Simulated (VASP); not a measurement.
# W (I4/mmm) in VASP: notebook

The runs below take W through single point, with PBEsol.

Program: VASP 6.6.1. These are calculated values, not measurements. Logs are shortened: lines on timing, memory, paths and dates and some standing lists are left out, and cuts for length are marked.

**1. The cell of the first run**

It takes space group I4/mmm (No. 139, tetragonal). The conventional cell has a = 3.108 Å, b = 3.108 Å, c = 3.486 Å, α = 90.00°, β = 90.00°, γ = 90.00°. Within 3.7 Å of W (site symmetry 4/mmm) lie 14 W at 2.80 to 3.49 Å.

**2. Single point, PBEsol (16.83 Å³/atom)**

The input, INCAR:

```
SYSTEM = W
PREC = Accurate ; ENCUT = 500
EDIFF = 1E-6 ; ISMEAR = 0
SIGMA = 0.15 ; LREAL = .FALSE.
LASPH = .TRUE. ; NELM = 120
ALGO = Normal ; ISIF = 2
LWAVE = .FALSE. ; LCHARG = .TRUE.
GGA = PS ; LELF = .TRUE.
LVHAR = .TRUE. ; NBANDS = 13
GGA_COMPAT = .FALSE.
```

The input, KPOINTS:

```
Automatic mesh
0
G
  22 22 22
  0 0 0
```

The input, POSCAR:

```
W
1.0
    0.0000000000      2.1973491645      1.7429373573
    2.1973491645      0.0000000000      1.7429373573
    2.1973491645      2.1973491645      0.0000000000
W
1
Direct
    0.0000000000      0.0000000000      0.0000000000
```

Potentials or basis: VASP PAW PBE potentials, release 64 (W_sv).

Run with:

```bash
cat potpaw_PBE.64/W_sv/POTCAR > POTCAR
mpirun -np 1 vasp_std > vasp.out
```

OUTCAR:

```text
SYSTEM = W
   PREC = Accurate
   ENCUT = 500
   EDIFF = 1E-6
   ISMEAR = 0
   LREAL = .FALSE.
   LASPH = .TRUE.
   NELM = 120
   ISIF = 2
   GGA = PS

 ion  position               nearest neighbor table
   1  0.000  0.000  0.000-

  LATTYP: Found a body centered tetragonal cell.
 ALAT       =     3.1075209897
 C/A-ratio  =     1.1217541977

  Lattice vectors:

 A1 = (   0.0000000000,  -2.1973491645,  -1.7429373573)
 A2 = (   0.0000000000,   2.1973491645,  -1.7429373573)
 A3 = (   2.1973491645,   0.0000000000,   1.7429373573)

Analysis of symmetry for initial positions (statically):
=====================================================================
 Subroutine PRICEL returns:
 Original cell was already a primitive cell.

 Routine SETGRP: Setting up the symmetry group for a
 body centered tetragonal supercell.

 Subroutine GETGRP returns: Found 16 space group operations
 (whereof 16 operations were pure point group operations)
 out of a pool of 16 trial point group operations.

The static configuration has the point symmetry D_4h.

Analysis of symmetry for dynamics (positions and initial velocities):
=====================================================================
 Subroutine PRICEL returns:
 Original cell was already a primitive cell.

 Routine SETGRP: Setting up the symmetry group for a
 body centered tetragonal supercell.

 Subroutine GETGRP returns: Found 16 space group operations
 (whereof 16 operations were pure point group operations)
 out of a pool of 16 trial point group operations.

The dynamic configuration has the point symmetry D_4h.

 Subroutine INISYM returns: Found 16 space group operations
 (whereof 16 operations are pure point group operations),
 and found     1 'primitive' translations

----------------------------------------------------------------------------------------

                                     Primitive cell

  volume of cell :      16.8310

  direct lattice vectors                    reciprocal lattice vectors
     0.000000000  2.197349164  1.742937357    -0.227546904  0.227546904  0.286872043
     2.197349164  0.000000000  1.742937357     0.227546904 -0.227546904  0.286872043
     2.197349164  2.197349164  0.000000000     0.227546904  0.227546904 -0.286872043

  length of vectors
     2.804670031  2.804670031  3.107520990     0.431104113  0.431104113  0.431104113

  position of ions in fractional coordinates (direct lattice)
     0.000000000  0.000000000  0.000000000

  ion indices of the primitive-cell ions
   primitive index   ion index
                 1           1

----------------------------------------------------------------------------------------

 KPOINTS: Automatic mesh

Automatic generation of k-mesh.
 Grid dimensions read from file:
 generate k-points for:   22   22   22

 Generating k-lattice:

  Cartesian coordinates                     Fractional coordinates (reciprocal lattice)
    -0.010343041  0.010343041  0.013039638     0.045454545  0.000000000  0.000000000
     0.010343041 -0.010343041  0.013039638     0.000000000  0.045454545  0.000000000
     0.010343041  0.010343041 -0.013039638     0.000000000  0.000000000  0.045454545

  Length of vectors
     0.019595641  0.019595641  0.019595641

  Shift w.r.t. Gamma in fractional coordinates (k-lattice)
     0.000000000  0.000000000  0.000000000

 Subroutine IBZKPT returns following result:
 ===========================================

 Found    834 irreducible k-points:

 Following reciprocal coordinates:
            Coordinates               Weight
  0.000000  0.000000  0.000000      1.000000
  0.045455  0.000000  0.000000      8.000000
  0.090909  0.000000  0.000000      8.000000
  0.136364 -0.000000  0.000000      8.000000
  0.181818 -0.000000  0.000000      8.000000
  0.227273 -0.000000  0.000000      8.000000
[... 16 lines left out ...]
  0.500000  0.045455  0.000000      8.000000
 -0.454545  0.045455  0.000000      8.000000
 [... further k-points ...]
   k-points           NKPTS =    834   k-points in BZ     NKDIM =    834   number of bands    NBANDS=     13
   number of dos      NEDOS =    301   number of ions     NIONS =      1
   total plane-waves  NPLWV =   9600
   dimension x,y,z NGX =    20 NGY =   20 NGZ =   24
   dimension x,y,z NGXF=    40 NGYF=   40 NGZF=   48
   ions per type =               1
   NGX,Y,Z   is equivalent  to a cutoff of  11.85, 11.85, 12.84 a.u.
   NGXF,Y,Z  is equivalent  to a cutoff of  23.71, 23.71, 25.68 a.u.
 SYSTEM =  W
   PREC   = accura    normal or accurate (medium, high low for compatibility)
   ISTART =      0    job   : 0-new  1-cont  2-samecut
   ICHARG =      2    charge: 1-file 2-atom 10-const
   ISPIN  =      1    spin polarized calculation?
   LNONCOLLINEAR =      F non collinear calculations
   LSORBIT =      F    spin-orbit coupling
   LASPH  =      T    aspherical Exc in radial PAW
   ENCUT  =  500.0 eV  36.75 Ry    6.06 a.u.   5.11  5.11  5.67*2*pi/ulx,y,z
   NELM   =    120;   NELMIN=  2; NELMDL= -5     # of ELM steps
   EDIFF  = 0.1E-05   stopping-criterion for ELM
   LREAL  =      F    real-space projection
   EDIFFG = 0.1E-04   stopping-criterion for IOM
   NSW    =      0    number of steps for IOM
   IBRION =     -1    ionic relax: 0-MD 1-quasi-New 2-CG
   NFREE  =      0    steps in history (QN), initial steepest desc. (CG)
   ISIF   =      2    stress and relaxation
   ISYM   =      2    0-nonsym 1-usesym 2-fastsym
   POTIM  = 0.5000    time-step for ionic-motion
   TEBEG  =    0.0;   TEEND  =   0.0 temperature during run
   PSTRESS=    0.0 pullay stress
   NELECT =      14.0000    total number of electrons
   NUPDOWN=      -1.0000    fix difference up-down
   EMIN   =  10.00;   EMAX   =-10.00  energy-range for DOS
   EFERMI =   0.00;   METHOD = LEGACY
   ISMEAR =     0;   SIGMA  =   0.15  broadening in eV -4-tet -1-fermi 0-gaus
   EFERMI_NEDOS =   21; number of points for ismear=-14 and -15
   IALGO  =     38    algorithm
   IMIX   =      4    mixing-type and parameters
     AMIX     =   0.40;   BMIX     =  1.00
     AMIX_MAG =   1.60;   BMIX_MAG =  1.00
  volume/ion in A,a.u.               =      16.83       113.58
  Fermi-wavevector in a.u.,A,eV,Ry     =   1.539622  2.909464 32.251752  2.370437
  Thomas-Fermi vector in A             =   2.645824
   LORBIT       =      0    0 simple, 1 ext, 2 COOP (PROOUT), +10 PAW based schemes
   GGA     = PS    functional components
   LHFCALC =     F    Hartree Fock is set to
   AEXX    =    0.0000 exact exchange contribution
   IVDW    =     0    specifies the selected vdW correction
   LEPSILON=     F    determine dielectric tensor
   LRPA    =     F    only Hartree local field effects (RPA)
 non-spin polarized calculation
 Gauss-broadening in eV      SIGMA  =   0.15
  energy-cutoff  :      500.00
  volume of cell :       16.83
 maximum number of plane-waves:       441
   NGX = 11   NGY = 11   NGZ = 11

 number of electron      14.0000002 magnetization

 Free energy of the ion-electron system (eV)
  ---------------------------------------------------
  ext. energy  EPLUGINS =         0.00000000
  ---------------------------------------------------
  free energy    TOTEN  =       -13.62383737 eV

  energy without entropy =      -13.61729108  energy(sigma->0) =      -13.62056422

 E-fermi :  10.4024     XC(G=0): -13.4228

 val. band max:       10.4004848138   @ k =   0.2727   0.1818   0.0909
 cond. band min:      10.4189888703   @ k =  -0.1364   0.1818   0.0455
 fundamental gap:      0.0185040565
 Fermi energy:        10.4024240251

 k-point     1 :       0.0000    0.0000    0.0000
  band No.  band energies     occupation
      1     -63.7905      2.00000
      2     -27.4400      2.00000
      3     -27.4251      2.00000
      4     -27.4251      2.00000
      5       1.1117      2.00000
      6       8.9992      2.00000
      7       8.9992      2.00000
      8      10.2786      1.75689
      9      11.5270      0.00000
     10      13.1906      0.00000
     11      23.6677      0.00000
     12      25.6445      0.00000
     13      25.6445      0.00000

 k-point     2 :       0.0455    0.0000    0.0000
  band No.  band energies     occupation
      1     -63.7885      2.00000
      2     -27.4574      2.00000
      3     -27.4313      2.00000
      4     -27.4309      2.00000
      5       1.2026      2.00000
      6       8.9919      2.00000
      7       9.0278      2.00000
      8      10.2823      1.74277
      9      11.4825      0.00000
     10      13.1460      0.00000
     11      23.8397      0.00000
     12      25.7310      0.00000
     13      25.7980      0.00000

 k-point     3 :       0.0909    0.0000    0.0000
  band No.  band energies     occupation
      1     -63.7827      2.00000
      2     -27.5229      2.00000
      3     -27.4495      2.00000
      4     -27.4329      2.00000
      5       1.4689      2.00000
      6       8.9586      2.00000
      7       9.0731      2.00000
      8      10.3399      1.44447
      9      11.3755      0.00000
     10      13.0349      0.00000
     11      24.2936      0.00000
     12      25.9358      0.00000
     13      26.2496      0.00000

 k-point     4 :       0.1364   -0.0000    0.0000
  band No.  band energies     occupation
      1     -63.7734      2.00000
      2     -27.6273      2.00000
      3     -27.4780      2.00000
      4     -27.4336      2.00000
      5       1.8913      2.00000
      6       8.8742      2.00000
      7       9.0394      2.00000
      8      10.5626      0.13096
      9      11.2743      0.00000
     10      12.9058      0.00000
     11      24.8182      0.00000
     12      26.1211      0.00000
     13      26.9757      0.00000

 k-point     5 :       0.1818   -0.0000    0.0000
  band No.  band energies     occupation
      1     -63.7615      2.00000
      2     -27.7596      2.00000
      3     -27.5144      2.00000
      4     -27.4343      2.00000
      5       2.4342      2.00000
      6       8.7346      2.00000
      7       8.8872      2.00000
      8      11.0077      0.00000
      9      11.2440      0.00000
     10      12.8044      0.00000
     11      24.9289      0.00000
     12      26.3131      0.00000
     13      27.9433      0.00000
[... 257 lines left out ...]
 k-point    22 :       0.4545    0.0455    0.0000
  band No.  band energies     occupation
      1     -63.6915      2.00000
      2     -28.4703      2.00000
      3     -27.7269      2.00000
      4     -27.4510      2.00000
      5       4.5826      2.00000
      6       7.8261      2.00000
      7      10.1281      1.99030
      8      11.2231      0.00000
      9      13.6907      0.00000
     10      15.6058      0.00000
     11      20.5451      0.00000
     12      22.5687      0.00000
     13      27.3693      0.00000

 k-point    23 :       0.5000    0.0455    0.0000
  band No.  band energies     occupation
      1     -63.6892      2.00000
      2     -28.4940      2.00000
      3     -27.7321      2.00000
      4     -27.4541      2.00000
      5       4.5889      2.00000
      6       7.7835      2.00000
      7      10.3075      1.62904
      8      11.2912      0.00000
      9      13.8426      0.00000
     10      15.7999      0.00000
     11      20.2219      0.00000
     12      22.3192      0.00000
     13      27.0682      0.00000

 k-point    24 :      -0.4545    0.0455    0.0000
  band No.  band energies     occupation
      1     -63.6908      2.00000
      2     -28.4774      2.00000
      3     -27.7254      2.00000
      4     -27.4571      2.00000
      5       4.5870      2.00000
      6       7.8047      2.00000
      7      10.0659      1.99849
      8      11.4277      0.00000
      9      13.8237      0.00000
     10      15.5386      0.00000
     11      20.4274      0.00000
     12      22.3704      0.00000
     13      27.4551      0.00000

 [... further k-points ...]

------------------------ aborting loop because EDIFF is reached ----------------------------------------

  FORCE on cell =-STRESS in cart. coord.  units (eV):
  Direction    XX          YY          ZZ          XY          YZ          ZX
  --------------------------------------------------------------------------------------
  -------------------------------------------------------------------------------------
  Total       -0.9622274     -0.9622274     -3.6054946      0.0000000      0.0000000      0.0000000
  in kB      -91.5963918    -91.5963918   -343.2144061      0.0000000      0.0000000      0.0000000
  external PRESSURE =    -175.4690633 kB  Pullay stress =       0.0000000 kB

 VOLUME and BASIS-vectors are now :
 -----------------------------------------------------------------------------
  energy-cutoff  :      500.00
  volume of cell :       16.83
      direct lattice vectors                 reciprocal lattice vectors
     0.000000000  2.197349164  1.742937357    -0.227546904  0.227546904  0.286872043
     2.197349164  0.000000000  1.742937357     0.227546904 -0.227546904  0.286872043
     2.197349164  2.197349164  0.000000000     0.227546904  0.227546904 -0.286872043

 POSITION                                       TOTAL-FORCE (eV/Angst)
 -----------------------------------------------------------------------------------
      0.00000      0.00000      0.00000         0.000000      0.000000      0.000000
 -----------------------------------------------------------------------------------
    total drift:                                0.000000     -0.000000      0.000000

  FREE ENERGIE OF THE ION-ELECTRON SYSTEM (eV)
  ---------------------------------------------------
  free  energy   TOTEN  =       -13.6238373652 eV

  energy  without entropy=      -13.6172910766  energy(sigma->0) =      -13.62056422
```

It took 2.6 min on 1 thread of Intel Xeon 8259CL, shared host; peak memory 0.27 GiB.

Results:

| Item | Value |
| --- | --- |
| Free energy | -13.6238 eV |
| Pressure | -17.5 GPa |
| Band gap on the k mesh | zero (bands 7 and 8 overlap by 5.39 eV) |

Stress tensor (GPa, compression positive):
```
 -9.16   0.00   0.00
  0.00  -9.16   0.00
  0.00   0.00 -34.32
```

Levels at points of the mesh, in eV from the Fermi level:
| k point | band 5 | band 6 | band 7 | band 8 | band 9 | band 10 |
| --- | --- | --- | --- | --- | --- | --- |
| (0.00, 0.00, 0.00) | -9.29 | -1.40 | -1.40 | -0.12 | 1.12 | 2.79 |
| (0.50, 0.00, 0.00) | -5.90 | -2.71 | 0.31 | 0.88 | 3.20 | 5.41 |
| (0.50, 0.50, 0.00) | -5.52 | -5.19 | 4.51 | 4.96 | 4.96 | 5.86 |
| (0.50, 0.00, 0.50) | -5.84 | -4.08 | 1.13 | 3.16 | 3.55 | 5.82 |

Caveat: the cell stands under tension; the PAW data sets were made with another functional, which shifts forces and pressure a little; spin-orbit coupling is left out, which moves the levels of the heavy elements.

[end of part 1 of 2]
